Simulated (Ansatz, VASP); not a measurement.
**Two plane-wave programs on FeNi3**

The input POSCAR:

```
FeNi3
1.0
    3.5450000000      0.0000000000      0.0000000000
    0.0000000000      3.5450000000      0.0000000000
    0.0000000000      0.0000000000      3.5450000000
Fe Ni
1 3
Direct
    0.0000000000      0.0000000000      0.0000000000
    0.0000000000      0.5000000000      0.5000000000
    0.5000000000      0.0000000000      0.5000000000
    0.5000000000      0.5000000000      0.0000000000
```

Contents of INCAR.step1:

```
ALGO = Normal
EDIFF = 1E-4
ENCUT = 520
GGA = PE
ISMEAR = -1
ISPIN = 2
LASPH = T
LCHARG = F
LMAXMIX = 4
LREAL = F
LWAVE = T
MAGMOM = 3 1.5 1.5 1.5
NBANDS = 31
NELM = 150
PREC = Accurate
SIGMA = 0.05
```

Contents of INCAR.step2:

```
ALGO = Normal
EDIFF = 1E-8
ENCUT = 520
ISIF = 2
ISMEAR = -1
ISPIN = 2
ISTART = 1
LASPH = T
LCHARG = F
LEFG = T
LMAXMIX = 4
LMIXTAU = T
LORBIT = 11
LREAL = F
LWAVE = F
MAGMOM = 3 1.5 1.5 1.5
METAGGA = R2SCAN
NBANDS = 31
NELM = 150
PREC = Accurate
SIGMA = 0.05
```

File KPOINTS:

```
k-points
0
Gamma
  9 9 9
```

Input for Ansatz:

```yaml
crystal:
  lattice:
    - [3.545, 0.0, 0.0]
    - [0.0, 3.545, 0.0]
    - [0.0, 0.0, 3.545]
  atoms:
    - { symbol: Fe, position: [0.0, 0.0, 0.0], spin: 3.0 }
    - { symbol: Ni, position: [0.0, 0.5, 0.5], spin: 1.5 }
    - { symbol: Ni, position: [0.5, 0.0, 0.5], spin: 1.5 }
    - { symbol: Ni, position: [0.5, 0.5, 0.0], spin: 1.5 }
magnetization:
  spin_polarized: true
kpoints:
  mp_grid: { grid: [9, 9, 9] }
scf:
  occupations: { method: fermi_dirac, width: 0.05 }
hamiltonian:
  xc: r2scan
  pseudopotentials: { kind: paw }
output:
  forces: true
  stress: true
  populations: true
  efg:
    quadrupole_moments_barn: { Fe: 0.16, Ni: 0.162 }
    contact_densities: true
```

Alike in both runs: task electric field gradients; functional r2SCAN; k mesh 9 × 9 × 9; occupations fermi-dirac, width 0.05 eV; collinear spin.

```csv
,VASP,Ansatz
version,VASP 6.6.1,Ansatz 0.2.0
potentials or method,"VASP PAW PBE potentials, release 64 (Fe, Ni)","plane-wave PAW, scalar-relativistic"
plane-wave cutoff (eV),520,500
valence electrons in the cell,38,70
```

```csv
,VASP,Ansatz,Ansatz less VASP
pressure (GPa),-5.2,-5.4,-0.15
net moment per atom (μB),1.31,1.33,+0.014
size of the moment on the site where the two differ most (μB),0.72,0.80,+0.078
size of Vzz on the site where it differs most (V/Å²),13.6,9.5,-4.16
```

VASP's potentials were made for PBE, not for r2SCAN. Site moments also hang on the region over which each program counts them. VASP's potentials hold 38 valence electrons a cell and Ansatz's 70, so a difference there can come from the potentials and not from the codes. Ansatz's warnings: stability check not made.
